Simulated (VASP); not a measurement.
Write the native input for VASP 6.6.1 that does the following.

* Task: single point
* Functional: PBEsol
* Potentials or basis: VASP PAW PBE potentials, release 64 (Na_pv)
* Cutoff: 520 eV
* k mesh: 12 × 12 × 8
* Occupations: gaussian, width 0.15 eV
* Spin: no spin polarisation
* Dipole correction: no
* Further INCAR settings: ALGO = Fast; EDIFF = 1e-06; NBANDS = 14

The structure of Na lies in POSCAR:

```
Na
1.0
    3.7670009976      0.0000000000      0.0000000000
   -1.8835004988      3.2623185600      0.0000000000
    0.0000000000      0.0000000000      6.1540000000
Na
2
Direct
    0.3678180098      0.7356360196      0.1768768281
    0.6666666667      0.3333333333      0.7500000000
```

This cell differs from its parent crystal: atom 1 (Na) moved by (+0.225, -0.450) A along y and z.

One way to write it, as run:

INCAR

```
ALGO = Fast
EDIFF = 1E-6
ENCUT = 520
GGA = PS
ISIF = 2
ISMEAR = 0
LASPH = T
LCHARG = T
LELF = T
LREAL = F
LVHAR = T
LWAVE = F
NBANDS = 14
NELM = 100
PREC = Accurate
SIGMA = 0.15
```

KPOINTS

```
k-points
0
Gamma
  12 12 8
```

Potentials or basis: VASP PAW PBE potentials, release 64 (Na_pv).

The run is started by

```console
$ cat potpaw_PBE.64/Na_pv/POTCAR > POTCAR
$ mpirun -np 1 vasp_std > vasp.out
```

It gave:

```
Pressure               : 0.2 GPa
Largest force          : 0.325 eV/Å
Band gap on the k mesh : zero (bands 7 and 8 overlap by 3.83 eV)
```

Caveat: the cell differs from its parent crystal (atom 1 (Na) moved by (+0.225, -0.450) A along y and z); the PAW data sets were made with another functional, which shifts forces and pressure a little.

It took 7.2 min on 1 thread of Intel Xeon 8259CL, with other jobs on the host, peak memory 0.37 GiB.
